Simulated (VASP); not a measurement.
# Co5Si6Ru: single point with PBE

Crystal: Co5Si6Ru.

```
Co Si Ru
1.0
     4.00165    0.00000    0.00000
     0.00000    4.00165    0.00000
     0.00000    0.00000    8.37071
Co Si Ru
5 6 1
Direct
  0.00000 0.00000 0.83667
  0.00000 0.00000 0.16333
  0.50000 0.50000 0.83782
  0.50000 0.50000 0.50000
  0.50000 0.50000 0.16218
  0.50000 0.00000 0.67605
  0.50000 0.00000 0.32395
  0.50000 0.00000 0.00000
  0.00000 0.50000 0.67605
  0.00000 0.50000 0.32395
  0.00000 0.50000 0.00000
  0.00000 0.00000 0.50000
```

```yaml
Program: VASP 6.6.1
Task: single point
Functional: PBE
Potentials_or_basis: VASP PAW PBE potentials, release 64 (Co, Si, Ru_pv)
Cutoff: 520 eV
k_mesh: 10 × 10 × 6
Occupations: gaussian, width 0.1 eV
Spin: collinear spin, ferromagnetic start
Starting_moments: "[0.57, 0.57, 0.6, 0.67, 0.6, 0.0, 0.0, 0.0, 0.0, 0.0, 0.0, 0.22] μB"
Dipole_correction: no
Further_INCAR_settings: ALGO = Normal; EDIFF = 1e-06; NBANDS = 58
```

* Pressure: 0.0 GPa
* Largest force: 0.032 eV/Å
* Net moment: 2.75 μB per cell
* Site moments: Co +0.49, +0.51, +0.58 (each value once); Si +0.01; Ru +0.21 μB
* Valence electrons inside the program's atomic spheres: Co 8.58, 8.44 (each value once); Si 1.57, 1.56 (each value once); Ru 12.98

Forces on the atoms (eV/Å):
```
Co   0.000  0.000 -0.009
Co   0.000  0.000  0.009
Co   0.000  0.000 -0.013
Co   0.000  0.000  0.000
Co   0.000  0.000  0.013
Si   0.000  0.000  0.032
Si   0.000  0.000 -0.032
Si   0.000  0.000  0.000
Si   0.000  0.000  0.032
Si   0.000  0.000 -0.032
Si   0.000  0.000  0.000
Ru   0.000  0.000  0.000
```

Stress tensor (GPa, compression positive):
```
-0.01  0.00  0.00
 0.00 -0.01  0.00
 0.00  0.00 -0.11
```

Levels at points of the mesh, in eV from the Fermi level:
Spin up:
```
           k point  band 41  band 42  band 43  band 44  band 45  band 46
(0.00, 0.00, 0.00)    -0.36    -0.29    -0.13    -0.13     0.19     0.19
(0.50, 0.00, 0.00)     0.24     0.38     0.43     0.69     0.98     1.23
(0.50, 0.50, 0.00)    -0.90    -0.87    -0.82    -0.23    -0.14     2.11
(0.00, 0.00, 0.50)    -0.42    -0.40     0.53     0.81     1.33     1.39
(0.50, 0.00, 0.50)    -0.21     0.52     0.78     0.81     1.38     1.39
(0.50, 0.50, 0.50)    -0.95    -0.81    -0.80    -0.23    -0.20     1.65
```
Spin down:
```
           k point  band 38  band 39  band 40  band 41  band 42  band 43
(0.00, 0.00, 0.00)    -0.26    -0.23    -0.04    -0.04     0.13     0.28
(0.50, 0.00, 0.00)    -1.60    -1.51     0.45     0.65     0.89     0.90
(0.50, 0.50, 0.00)    -0.97    -0.97    -0.13    -0.12    -0.11    -0.06
(0.00, 0.00, 0.50)    -0.26    -0.23    -0.05     0.29     0.32     0.79
(0.50, 0.00, 0.50)    -1.53    -1.39     0.20     0.43     0.94     1.18
(0.50, 0.50, 0.50)    -1.25    -1.25    -0.16    -0.14    -0.07    -0.05
```

Wall time 7.2 min on 4 MPI ranks on Intel(R) Xeon(R) Platinum 8488C (Sapphire Rapids), on a shared host, peak memory 0.92 GiB a rank.
